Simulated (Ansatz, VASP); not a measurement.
One calculation of Hf, two programs

```
Hf
1.0
     3.16027    0.00000    0.00000
    -1.58013    2.73687    0.00000
     0.00000    0.00000    4.99622
Hf
2
Direct
  0.33333 0.66667 0.25000
  0.66667 0.33333 0.75000
```

Alike in both runs: task relaxation of cell and atoms; functional PBEsol; k mesh 15 × 15 × 8; occupations fermi-dirac, width 0.15 eV; no spin polarisation.

|  | VASP | Ansatz |
| --- | --- | --- |
| version | VASP 6.6.1 | Ansatz 0.2.0 |
| potentials or method | VASP PAW PBE potentials, release 64 (Hf_pv), cutoff 600 eV | scalar-relativistic, plane waves, PAW |
| valence electrons in the cell | 20 | 52 |

Ansatz gave:

```
gap on the k mesh at the Fermi level, each at its own relaxed structure (eV) : none
relaxed volume (Å³/atom)                                                     : 21.64
relaxed cell length with the largest relative difference (Å)                 : 5.013
```

Question: Estimate VASP's values.

Answer: gap on the k mesh at the Fermi level, each at its own relaxed structure (eV): none; relaxed volume (Å³/atom): 21.57; relaxed cell length with the largest relative difference (Å): 5.006.

VASP's potentials were made for PBE, not for PBEsol. A gap of «none» marks a metal or a gap that the smearing closes. VASP's potentials hold 20 valence electrons a cell and Ansatz's 52, so a difference there can come from the potentials and not from the codes.

Neither program's run includes spin-orbit coupling.
